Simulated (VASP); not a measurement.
Set up this calculation in VASP 6.6.1, as the native input.

| Property | Result |
| --- | --- |
| Task | single point |
| Functional | PBE |
| Potentials or basis | VASP PAW PBE potentials, release 64 (Er_3, H), 4f in core |
| Cutoff | 500 eV |
| k mesh | 6 × 6 × 6 |
| Occupations | gaussian, width 0.1 eV |
| Spin | no spin polarisation |
| Dipole correction | no |
| Mended | yes |
| Further INCAR settings | ALGO = Normal; EDIFF = 1e-06; NBANDS = 14 |

The structure of ErH4 lies in POSCAR:

```
ErH4
1.0
   -1.8005031200      1.8005031200      4.3439756400
    1.8005031200     -1.8005031200      4.3439756400
    1.8005031200      1.8005031200     -4.3439756400
Er H
1 4
Direct
    0.0000000000      0.0000000000      0.0000000000
    0.7500000000      0.2500000000      0.5000000000
    0.2500000000      0.7500000000      0.5000000000
    0.3829900000      0.3829900000      0.0000000000
    0.6170100000      0.6170100000      0.0000000000
```

The cell was built from a structure type or drawn by symmetry, and may not be a known phase.

The input as run:

INCAR

```
PREC     = Accurate       # precision mode
ENCUT    = 500            # plane-wave cutoff, eV
EDIFF    = 1E-6           # SCF threshold, eV
ISMEAR   = 0              # smearing method
SIGMA    = 0.1            # smearing width, eV
LREAL    = False          # projectors in reciprocal space
LASPH    = True           # aspherical terms in the spheres
NELM     = 200            # most SCF steps
ALGO     = Normal         # electronic algorithm
ISIF     = 2              # what is computed and relaxed
LWAVE    = False          # write WAVECAR
LCHARG   = False          # write CHGCAR
GGA      = PE             # functional
NBANDS   = 14             # bands
GGA_COMPAT= False        
LMAXMIX  = 6              # l up to which the mixer works
```

KPOINTS

```
Automatic mesh
0
Gamma
  6 6 6
```

Potentials or basis: VASP PAW PBE potentials, release 64 (Er_3, H), 4f in core.

Command:

```console
$ cat potpaw_PBE.64/Er_3/POTCAR potpaw_PBE.64/H/POTCAR > POTCAR
$ mpirun -np 1 vasp_std > vasp.out
```

Results of the run:

* Pressure: -18.7 GPa
* Largest force: 0.374 eV/Å
* Band gap on the k mesh: zero (an odd number of electrons rules out a gap without spin polarisation)

Caveat: the cell stands under tension; spin-orbit coupling is left out, which moves the levels of the heavy elements; the 4f electrons are frozen in the core, so they carry no moment and show no levels.

Wall time 41 s on 1 thread of Intel(R) Xeon(R) 6975P-C (Granite Rapids), with other jobs on the host, peak memory 0.24 GiB.
